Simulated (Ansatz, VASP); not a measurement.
**One calculation of Co, two programs**

File INCAR:

```
  ALGO = Normal
  EDIFF = 1E-6
  ENCUT = 520
  GGA = PE
  ISIF = 2
  ISMEAR = -1
  ISPIN = 2
  LASPH = T
  LCHARG = F
  LMAXMIX = 4
  LORBIT = 11
  LREAL = F
  LWAVE = F
  MAGMOM = 1.707 1.707 1.725 1.725
  NBANDS = 30
  NELM = 150
  PREC = Accurate
  SIGMA = 0.05
```

The input KPOINTS:

```
k-points
0
Gamma
  16 16 5
```

POSCAR

```
Co
1.0
    2.5912360617      0.0000000000      0.0000000000
   -1.2956180309      2.2440762566      0.0000000000
    0.0000000000      0.0000000000      8.3928588675
Co
4
Direct
    0.0000000000      1.0000000000      0.0000000000
    1.0000000000      1.0000000000      0.5000000000
    0.3333333333      0.6666666667      0.2500000000
    0.6666666667      0.3333333333      0.7500000000
```

Input for Ansatz:

```yaml
crystal:
  lattice:
    - [2.5912360617, 0.0, 0.0]
    - [-1.2956180309, 2.2440762566, 0.0]
    - [0.0, 0.0, 8.3928588675]
  atoms:
    - { symbol: Co, position: [0.0, 1.0, 0.0], spin: 1.707 }
    - { symbol: Co, position: [1.0, 1.0, 0.5], spin: 1.707 }
    - { symbol: Co, position: [0.3333333333, 0.6666666667, 0.25], spin: 1.725 }
    - { symbol: Co, position: [0.6666666667, 0.3333333333, 0.75], spin: 1.725 }
hamiltonian:
  xc: pbe
  pseudopotentials:
    kind: paw
    azcp:
      Co: "pseudopotentials/Co.paw.azcp"
basis:
  ecutwfc: 420
  fft_grid_basis: typed
kpoints:
  mp_grid: { grid: [16, 16, 5], shift: [0, 0, 0] }
magnetization:
  spin_polarized: true
scf:
  occupations: { method: fermi_dirac, width: 0.05 }
  lower_state_search: "off"
output:
  stress: true
```

Alike in both runs: task single point; functional PBE; k mesh 16 × 16 × 5; occupations fermi-dirac, width 0.05 eV; collinear spin.

|  | VASP | Ansatz |
| --- | --- | --- |
| version | VASP 6.6.1 | Ansatz 0.2.0 |
| potentials or method | VASP PAW PBE potentials, release 64 (Co), cutoff 520 eV | plane waves (420 eV) with PAW, scalar-relativistic |
| valence electrons in the cell | 36 | 68 |

|  | VASP | Ansatz | Ansatz less VASP |
| --- | --- | --- | --- |
| pressure (GPa) | -18.4 | -18.2 | +0.19 |
| traceless stress, the component that is largest in VASP (GPa) | 0.01 | 0.17 | +0.159 |
| net moment per atom (μB) | 1.72 | 1.73 | +0.012 |
| size of the moment on the site where the two differ most (μB) | 1.77 | 1.82 | +0.056 |

Site moments also hang on the region over which each program counts them. VASP's potentials hold 36 valence electrons a cell and Ansatz's 68, so a difference there can come from the potentials and not from the codes.
